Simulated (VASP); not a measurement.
# Mg (P6_3/mmc) in VASP: further runs, part 2 of 2

VASP 6.6.1. The steps go on from the part before.

## Step 3: Single point, PBE (20.25 Å³/atom)

This run uses another cell than the first one, of 20.25 Å³/atom.

Input file INCAR:

```
ALGO     = Normal         # electronic algorithm
EDIFF    = 1E-6           # SCF threshold, eV
ENCUT    = 520            # plane-wave cutoff, eV
GGA      = PE             # functional
ISIF     = 2              # what is computed and relaxed
ISMEAR   = -1             # smearing method
LASPH    = True           # aspherical terms in the spheres
LCHARG   = False          # write CHGCAR
LREAL    = False          # projectors in reciprocal space
LWAVE    = False          # write WAVECAR
NBANDS   = 12             # bands
NELM     = 100            # most SCF steps
PREC     = Accurate       # precision mode
SIGMA    = 0.1            # smearing width, eV
```

Input file KPOINTS:

```
k-points
0
Gamma
  13 13 4
```

Input file POSCAR:

```
Mg
1.0
    3.0634622086      0.0000000000      0.0000000000
   -1.5317311043      2.6530360962      0.0000000000
    0.0000000000      0.0000000000      9.9644344475
Mg
4
Direct
    0.0000000000      0.0000000000      1.0000000000
    1.0000000000      0.0000000000      0.5000000000
    0.3333333333      0.6666666667      0.2500000000
    0.6666666667      0.3333333333      0.7500000000
```

Potentials or basis: VASP PAW PBE potentials, release 64 (Mg).

Run with:

```console
> cat potpaw_PBE.64/Mg/POTCAR > POTCAR
> mpirun -np 1 vasp_std > vasp.out
```

OUTCAR:

```text
EDIFF = 1E-6
   ENCUT = 520
   GGA = PE
   ISIF = 2
   ISMEAR = -1
   LASPH = True
   LREAL = False
   NELM = 100
   PREC = Accurate

 ion  position               nearest neighbor table
   1  0.000  0.000  0.000-   3 3.06   4 3.06   4 3.06   3 3.06   4 3.06   3 3.06
   2  0.000  0.000  0.500-   3 3.06   4 3.06   4 3.06   3 3.06   4 3.06   3 3.06
   3  0.333  0.667  0.250-   1 3.06   2 3.06   1 3.06   2 3.06   1 3.06   2 3.06
   4  0.667  0.333  0.750-   1 3.06   2 3.06   1 3.06   2 3.06   1 3.06   2 3.06

  LATTYP: Found a hexagonal cell.
 ALAT       =     3.0634622086
 C/A-ratio  =     3.2526709223

  Lattice vectors:

 A1 = (   3.0634622086,   0.0000000000,   0.0000000000)
 A2 = (  -1.5317311043,   2.6530360962,   0.0000000000)
 A3 = (   0.0000000000,   0.0000000000,   9.9644344475)

Analysis of symmetry for initial positions (statically):
=====================================================================
 Subroutine PRICEL returns:
 Original cell was already a primitive cell.

 Routine SETGRP: Setting up the symmetry group for a
 hexagonal supercell.

 Subroutine GETGRP returns: Found 24 space group operations
 (whereof 12 operations were pure point group operations)
 out of a pool of 24 trial point group operations.

The static configuration has the point symmetry D_3d.
 The point group associated with its full space group is D_6h.

Analysis of symmetry for dynamics (positions and initial velocities):
=====================================================================
 Subroutine PRICEL returns:
 Original cell was already a primitive cell.

 Routine SETGRP: Setting up the symmetry group for a
 hexagonal supercell.

 Subroutine GETGRP returns: Found 24 space group operations
 (whereof 12 operations were pure point group operations)
 out of a pool of 24 trial point group operations.

The dynamic configuration has the point symmetry D_3d.
[... 133 lines left out ...]
   LEPSILON=     F    determine dielectric tensor
   LRPA    =     F    only Hartree local field effects (RPA)
 non-spin polarized calculation
  energy-cutoff  :      520.00
  volume of cell :       80.99
 maximum number of plane-waves:      2210
 NGX is ok and might be reduce to    24
   NGX = 11   NGY = 11   NGZ = 37

 number of electron       8.0000000 magnetization

 Free energy of the ion-electron system (eV)
  ---------------------------------------------------
  ext. energy  EPLUGINS =         0.00000000
  ---------------------------------------------------
  free energy    TOTEN  =        -5.83969284 eV

  energy without entropy =       -5.77530192  energy(sigma->0) =       -5.80749738

 E-fermi :   3.3717     XC(G=0):  -8.8889

 val. band max:        3.3375680493   @ k =   0.4615  -0.0000   0.0000
 cond. band min:       3.3863859372   @ k =   0.4615  -0.0000   0.0000
 fundamental gap:      0.0488178879
 Fermi energy:         3.3717266134

 k-point     1 :       0.0000    0.0000    0.0000
  band No.  band energies     occupation
      1      -4.1670      2.00000
      2      -2.6607      2.00000
      3      -2.6572      2.00000
      4       1.4191      2.00000
      5       2.0724      2.00000
      6       8.7060      0.00000
      7       8.7168      0.00000
      8      15.0727      0.00000
      9      15.0727      0.00000
     10      15.2732      0.00000
     11      15.2732      0.00000
     12      15.8152      0.00000
[... 331 lines left out ...]
 k-point    24 :       0.1538   -0.0000    0.2500
  band No.  band energies     occupation
      1      -3.5660      2.00000
      2      -2.8139      2.00000
      3      -1.3304      2.00000
      4       0.8322      2.00000
      5       3.7555      0.04219
      6       7.1590      0.00000
      7      10.3416      0.00000
      8      11.0377      0.00000
      9      11.3709      0.00000
     10      12.3330      0.00000
     11      13.0488      0.00000
     12      13.5154      0.00000

 [... further k-points ...]

------------------------ aborting loop because EDIFF is reached ----------------------------------------

  FORCE on cell =-STRESS in cart. coord.  units (eV):
  Direction    XX          YY          ZZ          XY          YZ          ZX
  --------------------------------------------------------------------------------------
  -------------------------------------------------------------------------------------
  Total        2.9975144      2.9975144      2.9046263      0.0000000     -0.0000000      0.0000000
  in kB       59.3012054     59.3012054     57.4635577      0.0000000     -0.0000000      0.0000000
  external PRESSURE =      58.6886562 kB  Pullay stress =       0.0000000 kB

 VOLUME and BASIS-vectors are now :
 -----------------------------------------------------------------------------
  energy-cutoff  :      520.00
  volume of cell :       80.99
      direct lattice vectors                 reciprocal lattice vectors
     3.063462209  0.000000000  0.000000000     0.326428052  0.188463323  0.000000000
    -1.531731104  2.653036096  0.000000000     0.000000000  0.376926647  0.000000000
     0.000000000  0.000000000  9.964434448     0.000000000  0.000000000  0.100356925

 POSITION                                       TOTAL-FORCE (eV/Angst)
 -----------------------------------------------------------------------------------
      0.00000      0.00000      0.00000         0.000000      0.000000      0.000000
      0.00000      0.00000      4.98222         0.000000      0.000000      0.000000
     -0.00000      1.76869      2.49111        -0.000000      0.000000     -0.000000
      1.53173      0.88435      7.47333        -0.000000     -0.000000     -0.000000
 -----------------------------------------------------------------------------------
    total drift:                                0.000000     -0.000000      0.000000

  FREE ENERGIE OF THE ION-ELECTRON SYSTEM (eV)
  ---------------------------------------------------
  free  energy   TOTEN  =        -5.8396928413 eV

  energy  without entropy=       -5.7753019185  energy(sigma->0) =       -5.80749738
```

OSZICAR:

```text
N       E                     dE             d eps       ncg     rms          rms(c)
DAV:   1     0.424396130218E+01    0.42440E+01   -0.25923E+03  1520   0.477E+02
DAV:   2    -0.558615516908E+01   -0.98301E+01   -0.94331E+01  1920   0.586E+01
DAV:   3    -0.587002875893E+01   -0.28387E+00   -0.27665E+00  2080   0.725E+00
DAV:   4    -0.587184184098E+01   -0.18131E-02   -0.18122E-02  1800   0.630E-01
DAV:   5    -0.587185950323E+01   -0.17662E-04   -0.17662E-04  2000   0.676E-02    0.131E+00
DAV:   6    -0.585564862479E+01    0.16211E-01   -0.89303E-04  1800   0.233E-01    0.839E-01
DAV:   7    -0.583971168647E+01    0.15937E-01   -0.32567E-03  1668   0.389E-01    0.414E-02
DAV:   8    -0.583969602421E+01    0.15662E-04   -0.62089E-05  1988   0.395E-02    0.902E-03
DAV:   9    -0.583969255422E+01    0.34700E-05   -0.30931E-06  1780   0.967E-03    0.153E-03
DAV:  10    -0.583969284129E+01   -0.28707E-06   -0.53834E-07  1152   0.241E-03
   1 F= -.58396928E+01 E0= -.58074974E+01  d E =-.643909E-01
```

It took 16 s on 1 thread of Intel Xeon 6975P-C (Granite Rapids), shared host; peak memory 0.22 GiB.

What came out:

```
Free energy            : -5.8397 eV
Pressure               : 5.9 GPa
Band gap on the k mesh : zero (bands 4 and 5 overlap by 2.43 eV)
```

Stress tensor (GPa, compression positive):
```
5.93 0.00 0.00
0.00 5.93 0.00
0.00 0.00 5.75
```

Caveat: the cell stands under pressure.

## Step 4: Single point, PBE (21.17 Å³/atom)

This run uses another cell than the first one, of 21.17 Å³/atom.

Input file INCAR:

```
ALGO     = Normal         # electronic algorithm
EDIFF    = 1E-7           # SCF threshold, eV
ENCUT    = 520            # plane-wave cutoff, eV
GGA      = PE             # functional
ISIF     = 2              # what is computed and relaxed
ISMEAR   = -1             # smearing method
LASPH    = True           # aspherical terms in the spheres
LCHARG   = True           # write CHGCAR
LELF     = True           # ELF
LREAL    = False          # projectors in reciprocal space
LVHAR    = True         
LWAVE    = False          # write WAVECAR
NBANDS   = 12             # bands
NELM     = 60             # most SCF steps
PREC     = Accurate       # precision mode
SIGMA    = 0.1            # smearing width, eV
```

KPOINTS is that of step 3.

Input file POSCAR:

```
Mg
1.0
    3.1091922671      0.0000000000      0.0000000000
   -1.5545961335      2.6926394886      0.0000000000
    0.0000000000      0.0000000000     10.1131792791
Mg
4
Direct
    0.0000000000      0.0000000000      1.0000000000
    1.0000000000      0.0000000000      0.5000000000
    0.3333333333      0.6666666667      0.2500000000
    0.6666666667      0.3333333333      0.7500000000
```

Potentials or basis: VASP PAW PBE potentials, release 64 (Mg).

Run with:

```console
> cat potpaw_PBE.64/Mg/POTCAR > POTCAR
> mpirun -np 1 vasp_std > vasp.out
```

OUTCAR:

```text
EDIFF = 1E-7
   ENCUT = 520
   GGA = PE
   ISIF = 2
   ISMEAR = -1
   LASPH = True
   LREAL = False
   NELM = 60
   PREC = Accurate

 ion  position               nearest neighbor table
   1  0.000  0.000  0.000-   3 3.10   4 3.10   4 3.10   3 3.10   4 3.10   3 3.10
   2  0.000  0.000  0.500-   3 3.10   4 3.10   4 3.10   3 3.10   4 3.10   3 3.10
   3  0.333  0.667  0.250-   1 3.10   2 3.10   1 3.10   2 3.10   1 3.10   2 3.10
   4  0.667  0.333  0.750-   1 3.10   2 3.10   1 3.10   2 3.10   1 3.10   2 3.10

  LATTYP: Found a hexagonal cell.
 ALAT       =     3.1091922671
 C/A-ratio  =     3.2526709223

  Lattice vectors:

 A1 = (   3.1091922671,   0.0000000000,   0.0000000000)
 A2 = (  -1.5545961335,   2.6926394886,   0.0000000000)
 A3 = (   0.0000000000,   0.0000000000,  10.1131792791)

Analysis of symmetry for initial positions (statically):
=====================================================================
 Subroutine PRICEL returns:
 Original cell was already a primitive cell.

 Routine SETGRP: Setting up the symmetry group for a
 hexagonal supercell.

 Subroutine GETGRP returns: Found 24 space group operations
 (whereof 12 operations were pure point group operations)
 out of a pool of 24 trial point group operations.

The static configuration has the point symmetry D_3d.
 The point group associated with its full space group is D_6h.

Analysis of symmetry for dynamics (positions and initial velocities):
=====================================================================
 Subroutine PRICEL returns:
 Original cell was already a primitive cell.

 Routine SETGRP: Setting up the symmetry group for a
 hexagonal supercell.

 Subroutine GETGRP returns: Found 24 space group operations
 (whereof 12 operations were pure point group operations)
 out of a pool of 24 trial point group operations.

The dynamic configuration has the point symmetry D_3d.
[... 133 lines left out ...]
   LEPSILON=     F    determine dielectric tensor
   LRPA    =     F    only Hartree local field effects (RPA)
 non-spin polarized calculation
  energy-cutoff  :      520.00
  volume of cell :       84.67
 maximum number of plane-waves:      2308
 NGX is ok and might be reduce to    24
   NGX = 11   NGY = 11   NGZ = 37

 number of electron       8.0000000 magnetization

 Free energy of the ion-electron system (eV)
  ---------------------------------------------------
  ext. energy  EPLUGINS =         0.00000000
  ---------------------------------------------------
  free energy    TOTEN  =        -5.94633361 eV

  energy without entropy =       -5.88057509  energy(sigma->0) =       -5.91345435

 E-fermi :   3.1176     XC(G=0):  -8.7461

 val. band max:        3.0800235578   @ k =   0.4615  -0.0000   0.0000
 cond. band min:       3.1182592499   @ k =   0.4615  -0.0000   0.0000
 fundamental gap:      0.0382356921
 Fermi energy:         3.1176087783

 k-point     1 :       0.0000    0.0000    0.0000
  band No.  band energies     occupation
      1      -4.2177      2.00000
      2      -2.7542      2.00000
      3      -2.7521      2.00000
      4       1.2417      2.00000
      5       1.8177      2.00000
      6       8.3152      0.00000
      7       8.3252      0.00000
      8      14.5460      0.00000
      9      14.5460      0.00000
     10      14.6954      0.00000
     11      14.6954      0.00000
     12      15.2962      0.00000
[... 331 lines left out ...]
 k-point    24 :       0.1538   -0.0000    0.2500
  band No.  band energies     occupation
      1      -3.6343      2.00000
      2      -2.9038      2.00000
      3      -1.4612      2.00000
      4       0.6475      2.00000
      5       3.4828      0.05059
      6       6.8095      0.00000
      7       9.9108      0.00000
      8      10.5832      0.00000
      9      10.9172      0.00000
     10      11.8647      0.00000
     11      12.5127      0.00000
     12      13.0341      0.00000

 [... further k-points ...]

------------------------ aborting loop because EDIFF is reached ----------------------------------------

  FORCE on cell =-STRESS in cart. coord.  units (eV):
  Direction    XX          YY          ZZ          XY          YZ          ZX
  --------------------------------------------------------------------------------------
  -------------------------------------------------------------------------------------
  Total        1.8661625      1.8661625      1.8006281      0.0000000     -0.0000000      0.0000000
  in kB       35.3139699     35.3139699     34.0738421      0.0000000     -0.0000000      0.0000000
  external PRESSURE =      34.9005940 kB  Pullay stress =       0.0000000 kB

 VOLUME and BASIS-vectors are now :
 -----------------------------------------------------------------------------
  energy-cutoff  :      520.00
  volume of cell :       84.67
      direct lattice vectors                 reciprocal lattice vectors
     3.109192267  0.000000000  0.000000000     0.321626942  0.185691401  0.000000000
    -1.554596134  2.692639489  0.000000000     0.000000000  0.371382803  0.000000000
     0.000000000  0.000000000 10.113179279     0.000000000  0.000000000  0.098880873

 POSITION                                       TOTAL-FORCE (eV/Angst)
 -----------------------------------------------------------------------------------
      0.00000      0.00000      0.00000        -0.000000     -0.000000     -0.000000
      0.00000      0.00000      5.05659        -0.000000     -0.000000     -0.000000
     -0.00000      1.79509      2.52829        -0.000000     -0.000000      0.000000
      1.55460      0.89755      7.58488         0.000000      0.000000      0.000000
 -----------------------------------------------------------------------------------
    total drift:                                0.000000     -0.000000      0.000000

  FREE ENERGIE OF THE ION-ELECTRON SYSTEM (eV)
  ---------------------------------------------------
  free  energy   TOTEN  =        -5.9463336058 eV

  energy  without entropy=       -5.8805750874  energy(sigma->0) =       -5.91345435
```

stdout:

```text
POSCAR found type information on POSCAR Mg
 POSCAR found :  1 types and       4 ions
 scaLAPACK will be used
 LDA part: xc-table for (Slater+PW92), standard interpolation
 POSCAR, INCAR and KPOINTS ok, starting setup
 FFT: planning ... GRIDC
 FFT: planning ... GRID_SOFT
 FFT: planning ... GRID
 WAVECAR not read
 entering main loop
```

Wall time 18 s (1 thread of Intel Xeon 6975P-C (Granite Rapids), shared host); peak memory 0.22 GiB.

Results:

| Quantity | Value |
| --- | --- |
| Free energy | -5.9463 eV |
| Pressure | 3.5 GPa |
| Band gap on the k mesh | zero (bands 4 and 5 overlap by 2.43 eV) |

Caveat: the cell stands under pressure.

## Step 5: Single point, PBE (22.09 Å³/atom)

This run uses another cell than the first one, of 22.09 Å³/atom.

Input file INCAR:

```
SYSTEM = Mg
  ALGO = Normal
  EDIFF = 1E-7
  ENCUT = 520
  GGA = PE
  ISIF = 2
  ISMEAR = -1
  LASPH = .TRUE.
  LCHARG = .TRUE.
  LELF = .TRUE.
  LREAL = .FALSE.
  LVHAR = .TRUE.
  LWAVE = .FALSE.
  NBANDS = 12
  NELM = 100
  PREC = Accurate
  SIGMA = 0.1
```

Input file KPOINTS:

```
k-points
0
G
  13 13 4
  0 0 0
```

Input file POSCAR:

```
Mg
1.0
    3.1536153013      0.0000000000      0.0000000000
   -1.5768076506      2.7311109647      0.0000000000
    0.0000000000      0.0000000000     10.2576727907
Mg
4
Direct
    0.0000000000      0.0000000000      1.0000000000
    1.0000000000      0.0000000000      0.5000000000
    0.3333333333      0.6666666667      0.2500000000
    0.6666666667      0.3333333333      0.7500000000
```

Run with:

```console
> cat potpaw_PBE.64/Mg/POTCAR > POTCAR
> mpirun -np 1 vasp_std > vasp.out
```

It took 17 s on 1 thread of Intel Xeon 6975P-C (Granite Rapids), shared host; peak memory 0.22 GiB.

Results (log left out):

- Free energy: -6.0035 eV
- Pressure: 1.6 GPa
- Band gap on the k mesh: zero (bands 4 and 5 overlap by 2.43 eV)

Levels at points of the mesh, in eV from the Fermi level:
| k point | band 2 | band 3 | band 4 | band 5 | band 6 | band 7 |
| --- | --- | --- | --- | --- | --- | --- |
| (0.00, 0.00, 0.00) | -5.72 | -5.72 | -1.80 | -1.30 | 5.07 | 5.08 |
| (0.00, 0.00, 0.50) | -6.79 | -3.97 | -3.97 | 1.48 | 1.48 | 9.13 |

## Step 6: The runs side by side

| cell | k mesh | gap on the mesh (eV) | pressure (GPa) |
| --- | --- | --- | --- |
| a = 3.197, b = 3.197, c = 10.398 Å, angles 90.0, 90.0, 120.0°, 4 atoms | 11 × 11 × 3 | none | -0.1 |
| a = 3.063, b = 3.063, c = 9.964 Å, angles 90.0, 90.0, 120.0°, 4 atoms | 13 × 13 × 4 | none | 5.9 |
| a = 3.109, b = 3.109, c = 10.113 Å, angles 90.0, 90.0, 120.0°, 4 atoms | 13 × 13 × 4 | none | 3.5 |
| a = 3.154, b = 3.154, c = 10.258 Å, angles 90.0, 90.0, 120.0°, 4 atoms | 13 × 13 × 4 | none | 1.6 |

Alike in all rows: task single point; level PBE; potentials or basis VASP PAW PBE potentials, release 64 (Mg); no spin polarisation; cutoff (eV) 520; smearing fermi-dirac 0.1 eV.

Caveats: the cell stands under pressure (at least some runs).

Absolute energies hang on the potentials; compare differences alone.
